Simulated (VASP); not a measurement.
Set up this calculation in VASP 6.6.1, as the native input.

```
Task                   : relaxation of cell and atoms
Functional             : PBE
Potentials or basis    : VASP PAW PBE potentials, release 64 (Se)
Cutoff                 : 600 eV
k mesh                 : 9 × 9 × 20
Occupations            : gaussian, width 0.1 eV
Spin                   : no spin polarisation
Dipole correction      : no
Further INCAR settings : ALGO = Normal; EDIFF = 1e-06; IBRION = 2; EDIFFG = -0.01; NSW = 100; ISIF = 3
```

The structure of Se lies in POSCAR:

```
Se
1.0
    6.7246237057      0.0000000000      0.0000000000
   -3.3623118529      5.8236949600      0.0000000000
    0.0000000000      0.0000000000      2.3862033437
Se
3
Direct
    0.0000000000      0.0000000000      0.0000000000
    0.3333333333      0.6666666667      0.5000000000
    0.6666666667      0.3333333333      0.5000000000
```

This isn't the form of Se at room conditions, which is trigonal, of chains.

These files were run (other wordings do the same):

INCAR

```
ALGO = Normal
EDIFF = 1E-6
EDIFFG = -0.01
ENCUT = 600
GGA = PE
IBRION = 2
ISIF = 3
ISMEAR = 0
LASPH = True
LCHARG = False
LREAL = False
LWAVE = False
NELM = 100
NSW = 100
PREC = Accurate
SIGMA = 0.1
```

KPOINTS

```
k-points
0
Gamma
  9 9 20
```

Potentials or basis: VASP PAW PBE potentials, release 64 (Se).

Command:

```console
$ cat potpaw_PBE.64/Se/POTCAR > POTCAR
$ mpirun -np 1 vasp_std > vasp.out
```

Results of the run:

```
Relaxed volume                        : 37.02 Å³/atom
Relaxed cell                          : a = 7.366 Å, b = 7.366 Å, c = 2.363 Å, α = 90.00°, β = 90.00°, γ = 120.00°
Space group after relaxing (to 0.1 Å) : P6/mmm (No. 191)
Energy gained by relaxing             : 9.5 meV/atom
Ionic steps                           : 16
Pressure after relaxing               : 0.0 GPa
Band gap on the k mesh                : zero (bands 9 and 10 overlap by 2.30 eV)
```

Caveat: the volume moved by over 15 % at a fixed basis, so the end points are rough.

It took 21 min on 1 thread of Intel(R) Xeon(R) Platinum 8259CL CPU @ 2.50GHz (Skylake/Cascade Lake), on a shared host, peak memory 0.36 GiB.
